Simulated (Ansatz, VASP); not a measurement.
Ge: VASP beside Ansatz

File INCAR:

```
PREC = Accurate ; ENCUT = 500
EDIFF = 1E-6 ; ISMEAR = 0
SIGMA = 0.15 ; LREAL = False
LASPH = True ; NELM = 120
ALGO = Normal ; ISIF = 2
LWAVE = False ; LCHARG = True
GGA = PE ; LELF = True
LVHAR = True ; NBANDS = 21
GGA_COMPAT = False
```

KPOINTS

```
regular mesh
0
Gamma
  14 14 14
```

Contents of POSCAR:

```
Ge
1.0
    0.0000000000      2.8287700000      2.6024684000
    2.8287700000      0.0000000000      2.6024684000
    2.8287700000      2.8287700000      0.0000000000
Ge
2
Direct
    0.5000000000      0.5000000000      0.5000000000
    0.7500000000      0.7500000000      0.7500000000
```

Input for Ansatz:

```yaml
crystal:
  lattice:
    - [0.0, 2.82877, 2.6024684]
    - [2.82877, 0.0, 2.6024684]
    - [2.82877, 2.82877, 0.0]
  atoms:
    - { symbol: Ge, position: [0.5, 0.5, 0.5] }
    - { symbol: Ge, position: [0.75, 0.75, 0.75] }
basis:
  ecutwfc: 420
kpoints:
  mp_grid: { grid: [14, 14, 14] }
hamiltonian:
  xc: pbe
scf:
  occupations: { method: gaussian, width: 0.15 }
output:
  forces: true
  stress: true
  eigenvalues: true
  write_density: true
  write_potential: true
  elf: true
  volumetric_format: npy
```

Change from the starting cell: strain +0.000 along x and y, -0.080 along z, atoms carried along.

Alike in both runs: task single point; functional PBE; k mesh 14 × 14 × 14; occupations gaussian, width 0.15 eV; no spin polarisation.

|  | VASP | Ansatz |
| --- | --- | --- |
| version | VASP 6.6.1 | Ansatz 0.2.0 |
| potentials or method | VASP PAW PBE potentials, release 64 (Ge_d), cutoff 500 eV | scalar-relativistic, plane waves, PAW |
| valence electrons in the cell | 28 | 28 |

VASP gave:

| Item | Value |
| --- | --- |
| gap on the k mesh at the Fermi level (eV) | none |
| pressure (GPa) | 11.0 |
| traceless stress, the component that is largest in VASP (GPa) | 3.18 |

Problem. What did Ansatz give for the same quantities?

Solution. gap on the k mesh at the Fermi level (eV): none; pressure (GPa): 11.1; traceless stress, the component that is largest in VASP (GPa): 3.16.

A gap of «none» marks a metal or a gap that the smearing closes. The functional is the same, so the differences come from potentials, cutoffs and numerics.
